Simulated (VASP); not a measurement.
Set up this calculation in VASP 6.6.1, as the native input.

```
Task                   : single point
Functional             : PBE
Dispersion             : D3(BJ)
Potentials or basis    : VASP PAW PBE potentials, release 64 (As)
Cutoff                 : 520 eV
k mesh                 : 9 × 9 × 1
Occupations            : gaussian, width 0.05 eV
Spin                   : no spin polarisation
Dipole correction      : yes
Further INCAR settings : ALGO = Normal; EDIFF = 1e-06; NBANDS = 18
```

The structure of As lies in POSCAR:

```
As
1.0
    3.5713380906      0.0000000000      0.0000000000
   -1.7856690453      3.0928695120      0.0000000000
    0.0000000000      0.0000000000     20.2952802043
As
4
Direct
    0.3333333333      0.6666666667      0.2905917062
    0.6666666667      0.3333333333      0.2217264287
    1.0000000000      0.3333333333      0.5920233711
    0.6666666667      0.6666666667      0.5231580937
```

These files were run (other wordings do the same):

INCAR

```
  ALGO = Normal
  DIPOL = 0.5 0.5 0.407
  EDIFF = 1E-6
  ENCUT = 520
  GGA = PE
  IDIPOL = 3
  ISIF = 2
  ISMEAR = 0
  IVDW = 12
  LASPH = T
  LCHARG = F
  LDIPOL = T
  LREAL = F
  LWAVE = F
  NBANDS = 18
  NELM = 100
  PREC = Accurate
  SIGMA = 0.05
```

KPOINTS

```
k-points
0
Gamma
  9 9 1
```

Potentials or basis: VASP PAW PBE potentials, release 64 (As).

Launch:

```bash
$ cat potpaw_PBE.64/As/POTCAR > POTCAR
$ mpirun -np 1 vasp_std > vasp.out
```

Results of the run:

| Item | Value |
| --- | --- |
| Largest force | 0.141 eV/Å |
| Band gap on the k mesh | 1.43 eV, indirect (least direct gap 1.94 eV) |
| Dispersion energy per atom | -0.235 eV |

It took 2.2 min on 1 thread of AMD EPYC 9R45 (Zen 5), with other jobs on the host, peak memory 0.33 GiB.
